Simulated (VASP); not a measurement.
# Li (Fm-3m) in VASP: a series of runs

Runs on Li. Level: PBE+D3(BJ). Tasks: single point.

All numbers are computed with VASP 6.6.1; they aren't measurements. Logs are shortened: lines on timing, memory, paths and dates and some standing lists are left out, and cuts for length are marked.

## Step 1: The cell of the first run

It takes space group Fm-3m (No. 225, cubic). Conventional cell: a = 4.212 Å, b = 4.212 Å, c = 4.212 Å, α = 90.00°, β = 90.00°, γ = 90.00°. Li (site symmetry m-3m) has 12 Li at 2.98 Å within 3.9 Å.

This isn't the form of Li at room conditions, which is bcc.

## Step 2: Single point, PBE+D3(BJ)

INCAR

```
  PREC = Accurate
  ENCUT = 520
  EDIFF = 1E-6
  ISMEAR = 0
  SIGMA = 0.15
  LREAL = F
  LASPH = T
  NELM = 80
  ALGO = Normal
  ISIF = 2
  LWAVE = F
  LCHARG = F
  GGA = PE
  IVDW = 12
  NBANDS = 10
```

KPOINTS

```
Automatic mesh
0
Gamma
  16 16 12
```

POSCAR

```
Li
1.0
    0.0000000000     -2.1059436271     -2.1059436271
    0.0000000000      2.1059436271     -2.1059436271
    4.2118872542      0.0000000000      0.0000000000
Li
2
Direct
    0.5000000000      0.5000000000      0.5000000000
    0.0000000000      0.0000000000      0.0000000000
```

Potentials or basis: VASP PAW PBE potentials, release 64 (Li_sv).

On the command line:

```console
$ cat potpaw_PBE.64/Li_sv/POTCAR > POTCAR
$ mpirun -np 1 vasp_std > vasp.out
```

OUTCAR:

```text
PREC = Accurate
   ENCUT = 520
   EDIFF = 1E-6
   ISMEAR = 0
   LREAL = F
   LASPH = T
   NELM = 80
   ISIF = 2
   GGA = PE
   IVDW = 12
 IVDW          = 12

 ion  position               nearest neighbor table
   1  0.500  0.500  0.500-
   2  0.000  0.000  0.000-

  LATTYP: Found a simple tetragonal cell.
 ALAT       =     2.9782540390
 C/A-ratio  =     1.4142135624

  Lattice vectors:

 A1 = (   0.0000000000,  -2.1059436271,  -2.1059436271)
 A2 = (   0.0000000000,   2.1059436271,  -2.1059436271)
 A3 = (   4.2118872542,   0.0000000000,   0.0000000000)

Analysis of symmetry for initial positions (statically):
=====================================================================
 Subroutine PRICEL returns following result:

  LATTYP: Found a face centered cubic cell.
 ALAT       =     4.2118872542

  Lattice vectors:

 A1 = (  -2.1059436271,   0.0000000000,   2.1059436271)
 A2 = (  -2.1059436271,  -2.1059436271,   0.0000000000)
 A3 = (   0.0000000000,  -2.1059436271,   2.1059436271)

   2 primitive cells build up your supercell.

 Routine SETGRP: Setting up the symmetry group for a
 simple tetragonal supercell.

 Subroutine GETGRP returns: Found 16 space group operations
 (whereof 16 operations were pure point group operations)
 out of a pool of 16 trial point group operations.

The static configuration has the point symmetry D_4h.

Analysis of symmetry for dynamics (positions and initial velocities):
=====================================================================
 Subroutine PRICEL returns following result:

  LATTYP: Found a face centered cubic cell.
 ALAT       =     4.2118872542

  Lattice vectors:

 A1 = (  -2.1059436271,   0.0000000000,   2.1059436271)
 A2 = (  -2.1059436271,  -2.1059436271,   0.0000000000)
 A3 = (   0.0000000000,  -2.1059436271,   2.1059436271)

   2 primitive cells build up your supercell.

 Routine SETGRP: Setting up the symmetry group for a
 simple tetragonal supercell.

 Subroutine GETGRP returns: Found 16 space group operations
 (whereof 16 operations were pure point group operations)
 out of a pool of 16 trial point group operations.

The dynamic configuration has the point symmetry D_4h.

 Subroutine INISYM returns: Found 16 space group operations
 (whereof 16 operations are pure point group operations),
 and found     2 'primitive' translations

[... 98 lines left out ...]
   ISIF   =      2    stress and relaxation
   ISYM   =      2    0-nonsym 1-usesym 2-fastsym
   POTIM  = 0.5000    time-step for ionic-motion
   TEBEG  =    0.0;   TEEND  =   0.0 temperature during run
   PSTRESS=    0.0 pullay stress
   NELECT =       6.0000    total number of electrons
   NUPDOWN=      -1.0000    fix difference up-down
   EMIN   =  10.00;   EMAX   =-10.00  energy-range for DOS
   EFERMI =   0.00;   METHOD = LEGACY
   ISMEAR =     0;   SIGMA  =   0.15  broadening in eV -4-tet -1-fermi 0-gaus
   EFERMI_NEDOS =   21; number of points for ismear=-14 and -15
   IALGO  =     38    algorithm
   IMIX   =      4    mixing-type and parameters
     AMIX     =   0.40;   BMIX     =  1.00
     AMIX_MAG =   1.60;   BMIX_MAG =  1.00
  volume/ion in A,a.u.               =      18.68       126.06
  Fermi-wavevector in a.u.,A,eV,Ry     =   0.889867  1.681605 10.773958  0.791864
  Thomas-Fermi vector in A             =   2.011484
   LORBIT       =      0    0 simple, 1 ext, 2 COOP (PROOUT), +10 PAW based schemes
   GGA     = PE    functional components
   LHFCALC =     F    Hartree Fock is set to
   AEXX    =    0.0000 exact exchange contribution
   IVDW    =    12    specifies the selected vdW correction
   LEPSILON=     F    determine dielectric tensor
   LRPA    =     F    only Hartree local field effects (RPA)
 non-spin polarized calculation
 Gauss-broadening in eV      SIGMA  =   0.15
  energy-cutoff  :      520.00
  volume of cell :       37.36
 maximum number of plane-waves:      1032
 NGX is ok and might be reduce to    24
   NGX = 11   NGY = 11   NGZ = 15

 number of electron       5.9999996 magnetization

 Free energy of the ion-electron system (eV)
  ---------------------------------------------------
  ext. energy  EPLUGINS =         0.00000000
  ---------------------------------------------------
  free energy    TOTEN  =        -3.80647735 eV

  energy without entropy =       -3.79527147  energy(sigma->0) =       -3.80087441

 E-fermi :   0.8510     XC(G=0):  -7.2461

 val. band max:        0.8463294153   @ k =   0.3750   0.3125   0.3333
 cond. band min:       0.8561197399   @ k =   0.2500   0.2500   0.4167
 fundamental gap:      0.0097903246
 Fermi energy:         0.8509975202

 k-point     1 :       0.0000    0.0000    0.0000
  band No.  band energies     occupation
      1     -45.5307      2.00000
      2     -45.4975      2.00000
      3      -2.8026      2.00000
      4       2.4523      0.00000
      5       5.8707      0.00000
      6       9.7697      0.00000
      7       9.7697      0.00000
      8      12.0352      0.00000
      9      16.0659      0.00000
     10      16.0660      0.00000
[... 287 lines left out ...]
 k-point    24 :       0.5000    0.1250    0.0000
  band No.  band energies     occupation
      1     -45.5045      2.00000
      2     -45.5045      2.00000
      3       0.4965      1.99917
      4       0.4965      1.99917
      5       6.8493      0.00000
      6       6.8493      0.00000
      7       9.3076      0.00000
      8       9.3076      0.00000
      9      12.2693      0.00000
     10      12.2693      0.00000

 [... further k-points ...]

------------------------ aborting loop because EDIFF is reached ----------------------------------------

 Edisp (eV)   -0.36695

 E8    (eV) :    -0.1526

  FORCE on cell =-STRESS in cart. coord.  units (eV):
  Direction    XX          YY          ZZ          XY          YZ          ZX
  --------------------------------------------------------------------------------------
  -------------------------------------------------------------------------------------
  Total      -0.10151    -0.09315    -0.09315     0.00000     0.00000     0.00000
  in kB      -4.35321    -3.99480    -3.99480     0.00000     0.00000     0.00000
  external pressure =       -4.11 kB  Pullay stress =        0.00 kB

 VOLUME and BASIS-vectors are now :
 -----------------------------------------------------------------------------
  energy-cutoff  :      520.00
  volume of cell :       37.36
      direct lattice vectors                 reciprocal lattice vectors
     0.000000000 -2.105943627 -2.105943627     0.000000000 -0.237423259 -0.237423259
     0.000000000  2.105943627 -2.105943627     0.000000000  0.237423259 -0.237423259
     4.211887254  0.000000000  0.000000000     0.237423259  0.000000000  0.000000000

 POSITION                                       TOTAL-FORCE (eV/Angst)
 -----------------------------------------------------------------------------------
      2.10594      0.00000     -2.10594         0.000000     -0.000000      0.000000
      0.00000      0.00000      0.00000        -0.000000      0.000000     -0.000000
 -----------------------------------------------------------------------------------
    total drift:                               -0.000000      0.000000     -0.000000

  FREE ENERGIE OF THE ION-ELECTRON SYSTEM (eV)
  ---------------------------------------------------
  free  energy   TOTEN  =        -4.1734258852 eV

  energy  without entropy=       -4.1622200100  energy(sigma->0) =       -4.16782295
```

OSZICAR:

```text
N       E                     dE             d eps       ncg     rms          rms(c)
DAV:   1     0.112694139752E+02    0.11269E+02   -0.24572E+03  6308   0.552E+02
DAV:   2    -0.228018184885E+01   -0.13550E+02   -0.13183E+02  8240   0.989E+01
DAV:   3    -0.377089944885E+01   -0.14907E+01   -0.14759E+01 10102   0.232E+01
DAV:   4    -0.380883238225E+01   -0.37933E-01   -0.37813E-01  8272   0.362E+00
DAV:   5    -0.380923568075E+01   -0.40330E-03   -0.40324E-03  8314   0.350E-01    0.267E-01
DAV:   6    -0.380726770545E+01    0.19680E-02   -0.73203E-04 10608   0.111E-01    0.159E-01
DAV:   7    -0.380647916145E+01    0.78854E-03   -0.15932E-03 10014   0.177E-01    0.428E-02
DAV:   8    -0.380647746378E+01    0.16977E-05   -0.30633E-05  7204   0.488E-02    0.378E-03
DAV:   9    -0.380647734897E+01    0.11481E-06   -0.13717E-06  7626   0.108E-02
   1 F= -.41734259E+01 E0= -.41678229E+01  d E =-.112059E-01
```

Wall time 78 s (1 thread of Intel Xeon 8259CL, shared host); peak memory 0.22 GiB.

What came out:

| Property | Result |
| --- | --- |
| Free energy | -4.1734 eV |
| Band gap on the k mesh | zero (bands 3 and 4 overlap by 5.78 eV) |
| Dispersion energy per atom | -0.183 eV |

Caveat: the cutoff is under 1.25 times the usual one of these potentials, so pressure, stress and relaxed cells hold a basis-set (Pulay) error.

## Step 3: Single point, PBE+D3(BJ)

This run uses another cell than the first one, of 19.15 Å³/atom.

INCAR

```
PREC = Accurate
ENCUT = 520
EDIFF = 1E-6
ISMEAR = 0
SIGMA = 0.15
LREAL = False
LASPH = True
NELM = 100
ALGO = Normal
ISIF = 2
LWAVE = False
LCHARG = False
GGA = PE
IVDW = 12
NBANDS = 10
```

KPOINTS is that of step 2.

POSCAR

```
Li
1.0
    0.0000000000     -2.1234879358     -2.1234879358
    0.0000000000      2.1234879358     -2.1234879358
    4.2469758716      0.0000000000      0.0000000000
Li
2
Direct
    0.5000000000      0.5000000000      0.5000000000
    0.0000000000      0.0000000000      0.0000000000
```

Potentials or basis: VASP PAW PBE potentials, release 64 (Li_sv).

On the command line:

```console
$ cat potpaw_PBE.64/Li_sv/POTCAR > POTCAR
$ mpirun -np 1 vasp_std > vasp.out
```

It took 1.7 min on 1 thread of Intel Xeon 8259CL, shared host; peak memory 0.22 GiB.

It converged, with:

- Free energy: -4.1707 eV
- Band gap on the k mesh: zero (bands 3 and 4 overlap by 5.71 eV)
- Dispersion energy per atom: -0.179 eV

Levels at points of the mesh, in eV from the Fermi level:
```
           k point  band 1  band 2  band 3  band 4  band 5  band 6  band 7
(0.00, 0.00, 0.00)  -46.42  -46.39   -3.62    1.58    4.93    8.77    8.77
(0.50, 0.00, 0.00)  -46.40  -46.40   -0.56   -0.56    5.66    5.66    8.59
(0.50, 0.50, 0.00)  -46.39  -46.39    1.58    1.58    4.93    4.93    8.77
(0.00, 0.00, 0.50)  -46.41  -46.41   -2.08   -2.08   10.71   10.71   10.71
(0.50, 0.00, 0.50)  -46.40  -46.40   -0.03   -0.03    3.13    3.13   13.15
(0.50, 0.50, 0.50)  -46.39  -46.39    3.62    3.62    3.62    3.62    4.54
```

Caveat: the cutoff is under 1.25 times the usual one of these potentials, so pressure, stress and relaxed cells hold a basis-set (Pulay) error.
